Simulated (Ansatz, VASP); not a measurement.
Ti: VASP beside Ansatz

File POSCAR:

```
Ti
1.0
   -1.6410000000      1.6410000000     -1.6410000000
   -1.6410000000     -1.6410000000      1.6410000000
    0.0000000000     10.8066406871     10.8066406871
Ti
4
Direct
    0.0000000000      0.0000000000      0.5314787607
    0.5000000000      0.5000000000      0.0759255372
    0.0000000000      0.0000000000      0.2277766117
    0.5000000000      0.5000000000      0.3796276862
```

INCAR.step1

```
ALGO = Normal
EDIFF = 1E-4
ENCUT = 520
GGA = PE
ISMEAR = 0
KPAR = 4
LASPH = T
LCHARG = F
LREAL = F
LWAVE = T
NBANDS = 32
NELM = 60
PREC = Accurate
SIGMA = 0.15
```

Contents of INCAR.step2:

```
ALGO = Normal
EDIFF = 1E-7
ENCUT = 520
ISIF = 2
ISMEAR = 0
ISTART = 1
KPAR = 4
LASPH = T
LCHARG = F
LMIXTAU = T
LREAL = F
LWAVE = F
METAGGA = R2SCAN
NBANDS = 32
NELM = 60
PREC = Accurate
SIGMA = 0.15
```

KPOINTS

```
k-points
0
Gamma
  17 17 5
```

Input for Ansatz:

```yaml
crystal:
  lattice:
    - [-1.641, 1.641, -1.641]
    - [-1.641, -1.641, 1.641]
    - [0.0, 10.8066406871, 10.8066406871]
  atoms:
    - { symbol: Ti, position: [0.0, 0.0, 0.5314787607] }
    - { symbol: Ti, position: [0.5, 0.5, 0.0759255372] }
    - { symbol: Ti, position: [0.0, 0.0, 0.2277766117] }
    - { symbol: Ti, position: [0.5, 0.5, 0.3796276862] }
basis:
  ecutwfc: 500
kpoints:
  mp_grid: { grid: [17, 17, 5] }
hamiltonian:
  xc: r2scan
scf:
  occupations: { method: gaussian, width: 0.15 }
output:
  forces: true
  stress: true
  eigenvalues: true
  write_density: true
  write_potential: true
  elf: true
  volumetric_format: npy
```

Alike in both runs: task single point; functional r2SCAN; k mesh 17 × 17 × 5; occupations gaussian, width 0.15 eV; no spin polarisation.

|  | VASP | Ansatz |
| --- | --- | --- |
| version | VASP 6.6.1 | Ansatz 0.2.0 |
| potentials or method | VASP PAW PBE potentials, release 64 (Ti_sv), cutoff 520 eV | scalar-relativistic, plane waves, PAW |
| valence electrons in the cell | 48 | 48 |

|  | VASP | Ansatz | Ansatz less VASP |
| --- | --- | --- | --- |
| gap on the k mesh at the Fermi level (eV) | none | none | - |
| rms of the force components (eV/Å) | 0.280 | 0.290 | +0.0103 |

VASP's potentials were made for PBE, not for r2SCAN. Atom by atom the forces differ by 0.012 eV/Å (rms over components). A gap of «none» marks a metal or a gap that the smearing closes. Ansatz's warnings: xc potential rough in thin density.
